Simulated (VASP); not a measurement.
Here is a VASP 6.6.1 calculation.

Contents of INCAR:

```
ALGO = Normal
EDIFF = 1E-6
EDIFFG = -0.01
ENCUT = 600
GGA = PE
IBRION = 2
ISIF = 3
ISMEAR = 0
LASPH = T
LCHARG = F
LREAL = F
LWAVE = F
NELM = 100
NSW = 100
PREC = Accurate
SIGMA = 0.01
```

The input KPOINTS:

```
k-points
0
Gamma
  12 12 12
```

Contents of POSCAR:

```
SnO
1.0
    3.1350950739      0.0000000000      0.0000000000
    0.0000000000      3.1350950739      0.0000000000
    0.0000000000      0.0000000000      3.1350950739
Sn O
1 1
Direct
    0.5000000000      0.5000000000      0.5000000000
    0.0000000000      0.0000000000      0.0000000000
```

Potentials or basis: VASP PAW PBE potentials, release 64 (Sn_d, O).

The run is started by

```sh
$ cat potpaw_PBE.64/Sn_d/POTCAR potpaw_PBE.64/O/POTCAR > POTCAR
$ mpirun -np 1 vasp_std > vasp.out
```

(1) What does it give for the relaxed cell?

(2) Estimate the band gap on the k mesh.

(3) What does it give for the relaxed volume?

Answers

(1) a = 3.131 Å, b = 3.131 Å, c = 3.131 Å, α = 90.00°, β = 90.00°, γ = 90.00°.

(2) zero (band 10 reaches 8.14 eV, above the bottom of band 11 at 8.06 eV).

(3) 15.34 Å³/atom.

Caveat: spin-orbit coupling is left out, which moves the levels of the heavy elements.
